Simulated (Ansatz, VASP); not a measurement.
## One calculation of Mg3SnN2, two programs

```
Mg Sn N
1.0
     5.74085    0.00000    0.00000
    -2.87043    4.97172    0.00000
     0.00000    0.00000    3.02338
Mg Sn N
3 1 2
Direct
  0.50000 0.00000 0.50000
  0.50000 0.50000 0.50000
  0.00000 0.50000 0.50000
  0.00000 0.00000 0.00000
  0.33333 0.66667 0.00000
  0.66667 0.33333 0.00000
```

Change from the starting cell: species swapped into the NdB2Rh3 type (P6/mmm, No. 191).

Alike in both runs: task relaxation of cell and atoms; functional PBE; k mesh 12 × 12 × 12; occupations gaussian, width 0.1 eV; no spin polarisation.

```csv
,VASP,Ansatz
version,VASP 6.6.1,Ansatz 0.2.0
potentials or method,"VASP PAW PBE potentials, release 64 (Mg, Sn_d, N), cutoff 600 eV","scalar-relativistic, plane waves, PAW"
valence electrons in the cell,30,54
```

Ansatz gave:

| Quantity | Value |
| --- | --- |
| gap on the k mesh at the Fermi level, each at its own relaxed structure (eV) | none |
| relaxed volume (Å³/atom) | 14.36 |
| relaxed length of the cell vector where the two differ most in proportion (Å) | 5.769 |

Q: What did VASP give for the same quantities?

A: gap on the k mesh at the Fermi level, each at its own relaxed structure (eV): none; relaxed volume (Å³/atom): 14.30; relaxed length of the cell vector where the two differ most in proportion (Å): 5.760.

A gap of «none» marks a metal or a gap that the smearing closes. VASP's potentials hold 30 valence electrons a cell and Ansatz's 54, so a difference there can come from the potentials and not from the codes.
